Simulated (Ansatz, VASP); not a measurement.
# Rb2FeHgF6: VASP beside Ansatz

INCAR

```
SYSTEM = Rb2FeHgF6
PREC     = Accurate       ! precision mode
ENCUT    = 520            ! plane-wave cutoff, eV
EDIFF    = 1E-7           ! SCF threshold, eV
ISMEAR   = 0              ! smearing method
SIGMA    = 0.05           ! smearing width, eV
LREAL    = .False.        ! projectors in reciprocal space
LASPH    = .True.         ! aspherical terms in the spheres
NELM     = 150            ! most SCF steps
ALGO     = Normal         ! electronic algorithm
ISIF     = 2              ! what is computed and relaxed
LWAVE    = .False.        ! write WAVECAR
LCHARG   = .False.        ! write CHGCAR
ISPIN    = 2              ! spin polarisation
MAGMOM   = 0 0 3.22 0.09 -0.01 0.07 -0.01 -0.01 -0.01 0.07 ! initial moments
LORBIT   = 11             ! projections on sites
LMAXMIX  = 4              ! l up to which the mixer works
LDAU     = .True.         ! DFT+U
LDAUTYPE = 1            
LDAUL    = -1 2 -1 -1     ! shell
LDAUU    = 0 4 0 0        ! U, eV
LDAUJ    = 0 0.7 0 0    
LDAUPRINT= 1            
GGA      = PE             ! functional
NBANDS   = 55             ! bands
```

The input KPOINTS:

```
regular mesh
0
Gamma
  4 4 4
  0 0 0
```

Contents of POSCAR:

```
Rb2FeHgF6
1.0
    0.0000000000      4.5348666000      4.5348666000
    4.5348666000      0.0000000000      4.5348666000
    4.5348666000      4.5348666000      0.0000000000
Rb Fe Hg F
2 1 1 6
Direct
    0.2500000000      0.2500000000      0.2500000000
    0.7500000000      0.7500000000      0.7500000000
    0.0000000000      0.0000000000      0.0000000000
    0.5000000000      0.5000000000      0.5000000000
    0.2165940000      0.2165940000      0.7834060000
    0.2165940000      0.7834060000      0.7834060000
    0.7834060000      0.7834060000      0.2165940000
    0.2165940000      0.7834060000      0.2165940000
    0.7834060000      0.2165940000      0.7834060000
    0.7834060000      0.2165940000      0.2165940000
```

Input for Ansatz:

```yaml
crystal:
  lattice:
    - [0.0, 4.5348666, 4.5348666]
    - [4.5348666, 0.0, 4.5348666]
    - [4.5348666, 4.5348666, 0.0]
  atoms:
    - { symbol: Rb, position: [0.25, 0.25, 0.25] }
    - { symbol: Rb, position: [0.75, 0.75, 0.75] }
    - { symbol: Fe, position: [0.0, 0.0, 0.0], spin: 2.0 }
    - { symbol: Hg, position: [0.5, 0.5, 0.5] }
    - { symbol: F, position: [0.216594, 0.216594, 0.783406] }
    - { symbol: F, position: [0.216594, 0.783406, 0.783406] }
    - { symbol: F, position: [0.783406, 0.783406, 0.216594] }
    - { symbol: F, position: [0.216594, 0.783406, 0.216594] }
    - { symbol: F, position: [0.783406, 0.216594, 0.783406] }
    - { symbol: F, position: [0.783406, 0.216594, 0.216594] }
basis:
  ecutwfc: 420
  ecutrho_ratio: 4
kpoints:
  mp_grid: { grid: [4, 4, 4] }
hamiltonian:
  xc: pbe
  hubbard:
    sites:
      - { site: 2, l: d, u: 4.0, j: 0.7, starting_ns: [{ spin: up, occupation_matrix: s2up }, { spin: down, occupation_matrix: s2down }] }
    occupation_matrices:
      s2up:
        matrix:
          - [0.97, 0.0, 0.0, 0.0, 0.0]
          - [0.0, 0.97, 0.0, 0.0, 0.0]
          - [0.0, 0.0, 0.97, 0.0, 0.0]
          - [0.0, 0.0, 0.0, 0.97, 0.0]
          - [0.0, 0.0, 0.0, 0.0, 0.02]
      s2down:
        matrix:
          - [0.97, 0.0, 0.0, 0.0, 0.0]
          - [0.0, 0.02, 0.0, 0.0, 0.0]
          - [0.0, 0.0, 0.97, 0.0, 0.0]
          - [0.0, 0.0, 0.0, 0.02, 0.0]
          - [0.0, 0.0, 0.0, 0.0, 0.02]
    ns_hold: { iters: 5 }
scf:
  occupations: { method: gaussian, width: 0.05 }
  lower_state_search: "off"
  max_iter: 150
output:
  forces: true
  stress: true
  eigenvalues: true
  populations: true
  hubbard: { sites: [{ site: 2, l: d }] }
magnetization:
  spin_polarized: true
```

Alike in both runs: task single point; functional PBE; k mesh 4 × 4 × 4; occupations gaussian, width 0.05 eV; collinear spin; Hubbard terms Fe d U = 4.0 eV, J = 0.7 eV.

```csv
,VASP,Ansatz
version,VASP 6.6.1,Ansatz 0.2.0
potentials or method,"VASP PAW PBE potentials, release 64 (Rb_sv, Fe, Hg, F), cutoff 520 eV","scalar-relativistic, plane waves, PAW"
valence electrons in the cell,80,96
```

VASP gave:

```
gap on the k mesh at the Fermi level (eV)                     : none
pressure (GPa)                                                : -0.5
traceless stress, the component that is largest in VASP (GPa) : 0.00
rms of the force components (eV/Å)                            : 0.002
net moment per atom (μB)                                      : 0.41
size of the moment on the site where the two differ most (μB) : 4.23
```

Q: Which values does Ansatz return?

A: gap on the k mesh at the Fermi level (eV): none; pressure (GPa): -1.0; traceless stress, the component that is largest in VASP (GPa): 0.75; rms of the force components (eV/Å): 0.311; net moment per atom (μB): 0.36; size of the moment on the site where the two differ most (μB): 2.93.

Site moments also hang on the region over which each program counts them. The programs project onto different local orbitals, so the same U acts differently, and such runs can settle in different states. Atom by atom the forces differ by 0.313 eV/Å (rms over components). A gap of «none» marks a metal or a gap that the smearing closes. VASP's potentials hold 80 valence electrons a cell and Ansatz's 96, so a difference there can come from the potentials and not from the codes. Ansatz's warnings: filled band counts differ across k points, specified occupation not kept, symmetry narrowed by occupation matrices.

Neither program's run includes spin-orbit coupling.
